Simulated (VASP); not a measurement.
# N in VASP: a series of runs, part 2 of 2

VASP 6.6.1. Earlier steps stand in the parts before.

## 3. Single point, PBEsol

INCAR

```
SYSTEM = N
  ALGO = Normal
  EDIFF = 1E-6
  ENCUT = 520
  GGA = PS
  ISIF = 2
  ISMEAR = 1
  LASPH = .TRUE.
  LCHARG = .TRUE.
  LELF = .TRUE.
  LREAL = .FALSE.
  LVHAR = .TRUE.
  LWAVE = .FALSE.
  NBANDS = 18
  NELM = 60
  PREC = Accurate
  SIGMA = 0.01
```

KPOINTS

```
k-points
0
G
  4 4 3
  0 0 0
```

POSCAR

```
N
1.0
    4.0840620000      0.0000000000      0.0000000000
    0.0000000000      4.0840620000      0.0000000000
    0.0000000000      0.0000000000      5.3459130000
N
4
Direct
    0.9042750000      0.9042750000      0.0000000000
    0.5957250000      0.4142750000      0.5000000000
    0.0957250000      0.0957250000      0.0000000000
    0.4042750000      0.5957250000      0.5000000000
```

Potentials or basis: VASP PAW PBE potentials, release 64 (N).

Launch:

```sh
$ cat potpaw_PBE.64/N/POTCAR > POTCAR
$ mpirun -np 1 vasp_std > vasp.out
```

Wall time 29 s (1 thread of Intel Xeon 8259CL, shared host); peak memory 0.18 GiB.

It converged, with:

```
Free energy            : -34.0421 eV
Pressure               : 4.5 GPa
Largest force          : 5.938 eV/Å
Band gap on the k mesh : 6.97 eV (least direct gap 7.16 eV)
```

Forces on the atoms (eV/Å):
```
N   -0.612 -0.610  0.000
N    4.305 -4.090  0.000
N    0.612  0.612  0.000
N   -4.305  4.088  0.000
```

Stress tensor (GPa, compression positive):
```
 6.96 -4.86  0.00
-4.86  6.34  0.00
 0.00  0.00  0.12
```

Levels at points of the mesh, in eV from the valence-band top:
| k point | band 7 | band 8 | band 9 | band 10 | band 11 | band 12 | band 13 | band 14 |
| --- | --- | --- | --- | --- | --- | --- | --- | --- |
| (0.00, 0.00, 0.00) | -1.52 | -1.50 | -1.01 | -0.19 | 6.97 | 7.93 | 8.09 | 8.45 |
| (0.50, 0.00, 0.00) | -1.71 | -1.71 | -0.23 | -0.22 | 7.88 | 7.88 | 8.21 | 8.23 |
| (0.00, 0.50, 0.00) | -1.71 | -1.71 | -0.26 | -0.23 | 7.87 | 7.88 | 8.21 | 8.25 |
| (0.50, 0.50, 0.00) | -1.85 | -1.66 | -0.04 | -0.02 | 7.64 | 7.98 | 8.63 | 9.01 |

Caveat: the standard files for N, O and F lose accuracy on very short bonds; the cell stands under pressure; this functional lacks dispersion, which holds the molecules together, so the pressure and a relaxed volume are unreliable; the PAW data sets were made with another functional, which shifts forces and pressure a little; an odd mesh through Γ misses points on the zone boundary, where band edges can lie.

## 4. Single point, PBEsol

INCAR

```
SYSTEM = N
ALGO = Normal
EDIFF = 1E-7
ENCUT = 520
GGA = PS
ISIF = 2
ISMEAR = 1
LASPH = .True.
LCHARG = .False.
LREAL = .False.
LWAVE = .False.
NBANDS = 18
NELM = 80
PREC = Accurate
SIGMA = 0.01
```

KPOINTS

```
k-points
0
Gamma
  4 4 3
  0 0 0
```

POSCAR, as its differences from that of step 3:

```diff
@@ -9,3 +9,3 @@
     0.9042750000      0.9042750000      0.0000000000
-    0.5957250000      0.4142750000      0.5000000000
+    0.5957250000      0.4242750000      0.5000000000
     0.0957250000      0.0957250000      0.0000000000
```

Launch:

```sh
$ cat potpaw_PBE.64/N/POTCAR > POTCAR
$ mpirun -np 1 vasp_std > vasp.out
```

Run time: 30 s. Hardware: 1 thread of Intel Xeon 8259CL, shared host; peak memory 0.18 GiB.

It converged, with:

| Property | Result |
| --- | --- |
| Free energy | -33.7964 eV |
| Pressure | 8.1 GPa |
| Largest force | 11.987 eV/Å |
| Band gap on the k mesh | 7.05 eV (least direct gap 7.24 eV) |

Forces in eV/Å, atoms in the order of the input:
```
N   -0.611 -0.606  0.000
N    8.919 -8.009  0.000
N    0.611  0.610  0.000
N   -8.919  8.004  0.000
```

Stress tensor (GPa, compression positive):
```
 13.37 -10.34   0.00
-10.34  10.88   0.00
  0.00   0.00   0.05
```

Levels at points of the mesh, in eV from the valence-band top:
| k point | band 7 | band 8 | band 9 | band 10 | band 11 | band 12 | band 13 | band 14 |
| --- | --- | --- | --- | --- | --- | --- | --- | --- |
| (0.00, 0.00, 0.00) | -1.59 | -1.50 | -1.02 | -0.19 | 7.05 | 8.08 | 8.19 | 8.81 |
| (0.50, 0.00, 0.00) | -1.71 | -1.71 | -0.24 | -0.20 | 7.87 | 7.88 | 8.54 | 8.59 |
| (0.00, 0.50, 0.00) | -1.71 | -1.71 | -0.28 | -0.24 | 7.87 | 7.88 | 8.54 | 8.61 |
| (0.50, 0.50, 0.00) | -1.85 | -1.66 | -0.05 | -0.01 | 7.64 | 8.32 | 8.63 | 9.37 |

Caveat: the standard files for N, O and F lose accuracy on very short bonds; the cell stands under pressure; this functional lacks dispersion, which holds the molecules together, so the pressure and a relaxed volume are unreliable; the PAW data sets were made with another functional, which shifts forces and pressure a little; an odd mesh through Γ misses points on the zone boundary, where band edges can lie.

## 5. Single point, PBEsol

INCAR

```
PREC = Accurate ; ENCUT = 520
EDIFF = 1E-6 ; ISMEAR = 1
SIGMA = 0.01 ; LREAL = F
LASPH = T ; NELM = 80
ALGO = Normal ; ISIF = 2
LWAVE = F ; LCHARG = F
GGA = PS ; NBANDS = 18
```

KPOINTS

```
Automatic mesh
0
Gamma
  4 4 3
```

POSCAR, as its differences from that of step 4:

```diff
@@ -9,3 +9,3 @@
     0.9042750000      0.9042750000      0.0000000000
-    0.5957250000      0.4242750000      0.5000000000
+    0.5957250000      0.4342750000      0.5000000000
     0.0957250000      0.0957250000      0.0000000000
```

Launch:

```sh
$ cat potpaw_PBE.64/N/POTCAR > POTCAR
$ mpirun -np 1 vasp_std > vasp.out
```

It took 24 s on 1 thread of Intel Xeon 8259CL, shared host; peak memory 0.18 GiB.

The run converged. Its results:

* Free energy: -33.3829 eV
* Pressure: 12.2 GPa
* Largest force: 19.045 eV/Å
* Band gap on the k mesh: 7.10 eV (least direct gap 7.29 eV)

Forces in eV/Å, atoms in the order of the input:
```
N    -0.609  -0.601   0.000
N    14.542 -12.297   0.000
N     0.609   0.607   0.000
N   -14.542  12.291   0.000
```

Stress tensor (GPa, compression positive):
```
 21.20 -16.33   0.00
-16.33  15.29   0.00
  0.00   0.00   0.00
```

Levels at points of the mesh, in eV from the valence-band top:
| k point | band 8 | band 9 | band 10 | band 11 | band 12 | band 13 |
| --- | --- | --- | --- | --- | --- | --- |
| (0.00, 0.00, 0.00) | -1.50 | -1.03 | -0.19 | 7.10 | 8.08 | 8.49 |
| (0.50, 0.00, 0.00) | -1.71 | -0.25 | -0.19 | 7.87 | 7.87 | 8.87 |
| (0.00, 0.50, 0.00) | -1.71 | -0.31 | -0.25 | 7.86 | 7.87 | 8.88 |
| (0.50, 0.50, 0.00) | -1.66 | -0.06 | -0.01 | 7.64 | 8.63 | 8.65 |

Caveat: the standard files for N, O and F lose accuracy on very short bonds; the cell stands under pressure; this functional lacks dispersion, which holds the molecules together, so the pressure and a relaxed volume are unreliable; the PAW data sets were made with another functional, which shifts forces and pressure a little; an odd mesh through Γ misses points on the zone boundary, where band edges can lie.

## 6. Summary

| cell | gap on the mesh (eV) | pressure (GPa) | largest force (eV/Å) |
| --- | --- | --- | --- |
| as given, atomic positions A | 6.84 | 1.2 | 0.87 |
| as given, atomic positions B | 6.97 | 4.5 | 5.94 |
| as given, atomic positions C | 7.05 | 8.1 | 11.99 |
| as given, atomic positions D | 7.10 | 12.2 | 19.04 |

Alike in all rows: task single point; level PBEsol; potentials or basis VASP PAW PBE potentials, release 64 (N); no spin polarisation; k mesh 4 × 4 × 3; cutoff (eV) 520; smearing methfessel-paxton 0.01 eV.

Caveats: the standard files for N, O and F lose accuracy on very short bonds; this functional lacks dispersion, which holds the molecules together, so the pressure and a relaxed volume are unreliable; the PAW data sets were made with another functional, which shifts forces and pressure a little; an odd mesh through Γ misses points on the zone boundary, where band edges can lie; the cell stands under pressure (at least some runs).

Absolute energies hang on the potentials; compare differences alone.
